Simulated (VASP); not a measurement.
# P (Cmce) in VASP: settings compared

Aim: see how the results for P move with the level of theory and the settings. Levels: PBE+D3(BJ), PBEsol. Tasks: single point.

Everything below comes from runs of VASP 6.6.1. Logs are shortened: lines on timing, memory, paths and dates and some standing lists are left out, and cuts for length are marked.

## (1) The cell of the first run

It takes space group Cmce (No. 64, orthorhombic). Conventional cell: a = 3.323 Å, b = 10.195 Å, c = 4.165 Å, α = 90.00°, β = 90.00°, γ = 90.00°. Within 2.9 Å of P (site symmetry m) lie 3 P at 2.23 to 2.25 Å.

## (2) Single point, PBE+D3(BJ)

The input, POSCAR:

```
P
1.0
    1.6614148846     -5.0972765731      0.0000000000
    1.6614148846      5.0972765731      0.0000000000
    0.0000000000      0.0000000000      4.1648369157
P
4
Direct
    0.8936276016      0.1063723984      0.0718894418
    0.6063723984      0.3936276016      0.5718894418
    0.1063723984      0.8936276016      0.9281105582
    0.3936276016      0.6063723984      0.4281105582
```

The input, INCAR.step1:

```
SYSTEM = P
ALGO = Normal
EDIFF = 1E-7
ENCUT = 520
GGA = PE
ISIF = 2
ISMEAR = 0
IVDW = 12
LASPH = .TRUE.
LCHARG = .TRUE.
LREAL = .FALSE.
LWAVE = .FALSE.
NBANDS = 18
NELM = 100
PREC = Accurate
SIGMA = 0.1
```

The input, KPOINTS.step1:

```
k-points
0
G
  14 14 10
  0 0 0
```

The input, INCAR.step2:

```
SYSTEM = P
ALGO = Normal
EDIFF = 1E-7
ENCUT = 520
GGA = PE
ICHARG = 11
ISIF = 2
ISMEAR = -5
IVDW = 12
LASPH = .TRUE.
LCHARG = .FALSE.
LORBIT = 10
LREAL = .FALSE.
LWAVE = .FALSE.
NBANDS = 18
NEDOS = 2001
NELM = 100
PREC = Accurate
SIGMA = 0.1
```

The input, KPOINTS.step2:

```
k-points
0
G
  21 21 15
  0 0 0
```

Potentials or basis: VASP PAW PBE potentials, release 64 (P).

Command:

```
> cat potpaw_PBE.64/P/POTCAR > POTCAR
> cp INCAR.step1 INCAR
> cp KPOINTS.step1 KPOINTS
> mpirun -np 1 vasp_std > vasp.out
> cp INCAR.step2 INCAR
> cp KPOINTS.step2 KPOINTS
> mpirun -np 1 vasp_std > vasp.out
```

OUTCAR:

```text
SYSTEM = P
   EDIFF = 1E-7
   ENCUT = 520
   GGA = PE
   ICHARG = 11
   ISIF = 2
   ISMEAR = -5
   IVDW = 12
   LASPH = .TRUE.
   LORBIT = 10
   LREAL = .FALSE.
   NELM = 100
   PREC = Accurate
 IVDW          = 12

 ion  position               nearest neighbor table
   1  0.894  0.106  0.072-   4 2.23   4 2.23   3 2.25
   2  0.606  0.394  0.572-   3 2.23   3 2.23   4 2.25
   3  0.106  0.894  0.928-   2 2.23   2 2.23   1 2.25
   4  0.394  0.606  0.428-   1 2.23   1 2.23   2 2.25

  LATTYP: Found a base centered orthorhombic cell.
 ALAT       =     3.3228297692
 B/A-ratio  =     3.0680335299
 C/A-ratio  =     1.2534006269

  Lattice vectors:

 A1 = (   1.6614148846,  -5.0972765731,   0.0000000000)
 A2 = (   1.6614148846,   5.0972765731,   0.0000000000)
 A3 = (   0.0000000000,   0.0000000000,   4.1648369157)

Analysis of symmetry for initial positions (statically):
=====================================================================
 Subroutine PRICEL returns:
 Original cell was already a primitive cell.

 Routine SETGRP: Setting up the symmetry group for a
 base centered orthorhombic supercell.

 Subroutine GETGRP returns: Found  8 space group operations
 (whereof  4 operations were pure point group operations)
 out of a pool of  8 trial point group operations.

The static configuration has the point symmetry C_2h.
 The point group associated with its full space group is D_2h.

Analysis of symmetry for dynamics (positions and initial velocities):
=====================================================================
 Subroutine PRICEL returns:
 Original cell was already a primitive cell.

 Routine SETGRP: Setting up the symmetry group for a
 base centered orthorhombic supercell.

 Subroutine GETGRP returns: Found  8 space group operations
 (whereof  4 operations were pure point group operations)
 out of a pool of  8 trial point group operations.

The dynamic configuration has the point symmetry C_2h.
 The point group associated with its full space group is D_2h.

 Subroutine INISYM returns: Found  8 space group operations
 (whereof  4 operations are pure point group operations),
 and found     1 'primitive' translations

----------------------------------------------------------------------------------------

                                     Primitive cell

  volume of cell :      70.5414

  direct lattice vectors                    reciprocal lattice vectors
     1.661414885 -5.097276573  0.000000000     0.300948309 -0.098091597  0.000000000
[... 102 lines left out ...]
   PSTRESS=    0.0 pullay stress
   NELECT =      20.0000    total number of electrons
   NUPDOWN=      -1.0000    fix difference up-down
   EMIN   =  10.00;   EMAX   =-10.00  energy-range for DOS
   EFERMI =   0.00;   METHOD = LEGACY
   ISMEAR =    -5;   SIGMA  =   0.10  broadening in eV -4-tet -1-fermi 0-gaus
   EFERMI_NEDOS =   21; number of points for ismear=-14 and -15
   IALGO  =     38    algorithm
   IMIX   =      4    mixing-type and parameters
     AMIX     =   0.40;   BMIX     =  1.00
     AMIX_MAG =   1.60;   BMIX_MAG =  1.00
  volume/ion in A,a.u.               =      17.64       119.01
  Fermi-wavevector in a.u.,A,eV,Ry     =   1.075483  2.032367 15.737354  1.156663
  Thomas-Fermi vector in A             =   2.211340
   LORBIT       =     10    0 simple, 1 ext, 2 COOP (PROOUT), +10 PAW based schemes
   GGA     = PE    functional components
   LHFCALC =     F    Hartree Fock is set to
   AEXX    =    0.0000 exact exchange contribution
   IVDW    =    12    specifies the selected vdW correction
   LEPSILON=     F    determine dielectric tensor
   LRPA    =     F    only Hartree local field effects (RPA)
 non-spin polarized calculation
 Fermi weights with tetrahedron method with Bloechl corrections
  energy-cutoff  :      520.00
  volume of cell :       70.54
 maximum number of plane-waves:      1917

 number of electron      19.9999998 magnetization

 Free energy of the ion-electron system (eV)
  ---------------------------------------------------
  ext. energy  EPLUGINS =         0.00000000
  ---------------------------------------------------
  free energy    TOTEN  =       -21.37582048 eV

  energy without entropy =      -21.37582048  energy(sigma->0) =      -21.37582048

 E-fermi :   7.4625     XC(G=0): -10.2643

 val. band max:        7.4971074161   @ k =  -0.4286   0.3333   0.0000
 cond. band min:       7.3957933231   @ k =   0.4762   0.1905   0.0000
 fundamental gap:     -0.1013140930
 Fermi energy:         7.4625440839

 k-point     1 :       0.0000    0.0000    0.0000
  band No.  band energies     occupation
      1      -8.5961      2.00000
      2      -5.2463      2.00000
      3      -1.7351      2.00000
      4       0.1081      2.00000
      5       2.2994      2.00000
      6       3.1452      2.00000
[... 481 lines left out ...]
      5       1.6275      2.00000
      6       1.9738      2.00000
[... 10 lines left out ...]
     17      14.0383      0.00000
     18      14.6082      0.00000

 [... further k-points ...]

------------------------ aborting loop because EDIFF is reached ----------------------------------------

 Edisp (eV)   -1.59206

 E8    (eV) :    -0.6029

  FORCE on cell =-STRESS in cart. coord.  units (eV):
  Direction    XX          YY          ZZ          XY          YZ          ZX
  --------------------------------------------------------------------------------------
  -------------------------------------------------------------------------------------
  Total      -0.13806    -0.13487    -0.13447     0.00000     0.00000     0.00000
  in kB      -3.13569    -3.06318    -3.05416     0.00000     0.00000     0.00000
  external pressure =       -3.08 kB  Pullay stress =        0.00 kB

 VOLUME and BASIS-vectors are now :
 -----------------------------------------------------------------------------
  energy-cutoff  :      520.00
  volume of cell :       70.54
      direct lattice vectors                 reciprocal lattice vectors
     1.661414885 -5.097276573  0.000000000     0.300948309 -0.098091597  0.000000000
     1.661414885  5.097276573  0.000000000     0.300948309  0.098091597  0.000000000
     0.000000000  0.000000000  4.164836916     0.000000000  0.000000000  0.240105440

 POSITION                                       TOTAL-FORCE (eV/Angst)
 -----------------------------------------------------------------------------------
      1.66141     -4.01286      0.29941         0.000000     -0.041700      0.047289
      1.66141     -1.08442      2.38183         0.000000      0.041700      0.047289
      1.66141      4.01286      3.86543         0.000000      0.041700     -0.047289
      1.66141      1.08442      1.78301         0.000000     -0.041700     -0.047289
 -----------------------------------------------------------------------------------
    total drift:                               -0.000000      0.000000     -0.000000

  FREE ENERGIE OF THE ION-ELECTRON SYSTEM (eV)
  ---------------------------------------------------
  free  energy   TOTEN  =       -22.9678819134 eV

  energy  without entropy=      -22.9678819134  energy(sigma->0) =      -22.96788191

 total charge

# of ion       s       p       d       tot
------------------------------------------
    1        1.086   1.374   0.000   2.459
    2        1.086   1.374   0.000   2.459
    3        1.086   1.374   0.000   2.459
    4        1.086   1.374   0.000   2.459
--------------------------------------------------
tot          4.343   5.494   0.000   9.838
```

Run time: 23 min. Hardware: 1 thread of Oxide Virtual Turin-like, shared host; peak memory 0.83 GiB.

Results:

```yaml
Valence_electrons_inside_the_program's_atomic_spheres: P 2.46
Dispersion_energy_per_atom: -0.398 eV
```

Caveat: tetrahedron occupations give inexact forces and stress in metals.

## (3) Single point, PBEsol

The input, POSCAR:

```
P
1.0
    1.6614148749     -5.0972765881      0.0000000000
    1.6614148749      5.0972765881      0.0000000000
    0.0000000000      0.0000000000      4.1648368709
P
4
Direct
    0.8936276005      0.1063723995      0.0718894407
    0.6063723995      0.3936276005      0.5718894407
    0.1063723995      0.8936276005      0.9281105593
    0.3936276005      0.6063723995      0.4281105593
```

The input, INCAR.step1:

```
SYSTEM = P
PREC = Accurate ; ENCUT = 520
EDIFF = 1E-6 ; ISMEAR = 0
SIGMA = 0.1 ; LREAL = .False.
LASPH = .True. ; NELM = 60
ALGO = Normal ; ISIF = 2
LWAVE = .False. ; LCHARG = .True.
GGA = PS ; NBANDS = 18
```

The input, KPOINTS.step1:

```
regular mesh
0
Gamma
  14 14 10
  0 0 0
```

The input, INCAR.step2:

```
SYSTEM = P
PREC = Accurate ; ENCUT = 520
EDIFF = 1E-6 ; ISMEAR = -5
SIGMA = 0.1 ; LREAL = .False.
LASPH = .True. ; NELM = 60
ALGO = Normal ; ISIF = 2
LWAVE = .False. ; LCHARG = .False.
GGA = PS ; LORBIT = 10
NBANDS = 18 ; NEDOS = 1001
ICHARG = 11
```

The input, KPOINTS.step2:

```
regular mesh
0
Gamma
  21 21 15
  0 0 0
```

Potentials or basis: VASP PAW PBE potentials, release 64 (P).

Command:

```
> cat potpaw_PBE.64/P/POTCAR > POTCAR
> cp INCAR.step1 INCAR
> cp KPOINTS.step1 KPOINTS
> mpirun -np 1 vasp_std > vasp.out
> cp INCAR.step2 INCAR
> cp KPOINTS.step2 KPOINTS
> mpirun -np 1 vasp_std > vasp.out
```

OUTCAR:

```text
SYSTEM = P
   PREC = Accurate
   ENCUT = 520
   EDIFF = 1E-6
   ISMEAR = -5
   LREAL = .False.
   LASPH = .True.
   NELM = 60
   ISIF = 2
   GGA = PS
   LORBIT = 10
   ICHARG = 11

 ion  position               nearest neighbor table
   1  0.894  0.106  0.072-   4 2.23   4 2.23   3 2.25
   2  0.606  0.394  0.572-   3 2.23   3 2.23   4 2.25
   3  0.106  0.894  0.928-   2 2.23   2 2.23   1 2.25
   4  0.394  0.606  0.428-   1 2.23   1 2.23   2 2.25

  LATTYP: Found a base centered orthorhombic cell.
 ALAT       =     3.3228297498
[... 710 lines left out ...]
  in kB        1.9174632      5.0831464      2.9953330      0.0000000      0.0000000      0.0000000
  external PRESSURE =       3.3319809 kB  Pullay stress =       0.0000000 kB

 VOLUME and BASIS-vectors are now :
 -----------------------------------------------------------------------------
  energy-cutoff  :      520.00
  volume of cell :       70.54
      direct lattice vectors                 reciprocal lattice vectors
     1.661414875 -5.097276588  0.000000000     0.300948311 -0.098091597  0.000000000
     1.661414875  5.097276588  0.000000000     0.300948311  0.098091597  0.000000000
     0.000000000  0.000000000  4.164836871     0.000000000  0.000000000  0.240105443

 POSITION                                       TOTAL-FORCE (eV/Angst)
 -----------------------------------------------------------------------------------
      1.66141     -4.01286      0.29941         0.000000     -0.028820      0.007064
      1.66141     -1.08442      2.38183         0.000000      0.028820      0.007064
      1.66141      4.01286      3.86543         0.000000      0.028820     -0.007064
      1.66141      1.08442      1.78301         0.000000     -0.028820     -0.007064
 -----------------------------------------------------------------------------------
    total drift:                                0.000000      0.000000      0.000000

  FREE ENERGIE OF THE ION-ELECTRON SYSTEM (eV)
  ---------------------------------------------------
  free  energy   TOTEN  =       -23.0465104747 eV

  energy  without entropy=      -23.0465104747  energy(sigma->0) =      -23.04651047

 total charge

# of ion       s       p       d       tot
------------------------------------------
    1        1.082   1.363   0.000   2.445
    2        1.082   1.363   0.000   2.445
    3        1.082   1.363   0.000   2.445
    4        1.082   1.363   0.000   2.445
--------------------------------------------------
tot          4.328   5.452   0.000   9.780
```

It took 34 min on 1 thread of Oxide Virtual Turin-like, shared host; peak memory 0.82 GiB.

Results:

```yaml
Valence_electrons_inside_the_program's_atomic_spheres: P 2.44
```

Levels at points of the mesh, in eV from the Fermi level:
| k point | band 7 | band 8 | band 9 | band 10 | band 11 | band 12 | band 13 | band 14 |
| --- | --- | --- | --- | --- | --- | --- | --- | --- |
| (0.00, 0.00, 0.00) | -4.10 | -2.90 | -2.67 | -1.40 | 0.97 | 1.16 | 1.83 | 3.43 |

Caveat: the PAW data sets were made with another functional, which shifts forces and pressure a little; tetrahedron occupations give inexact forces and stress in metals.
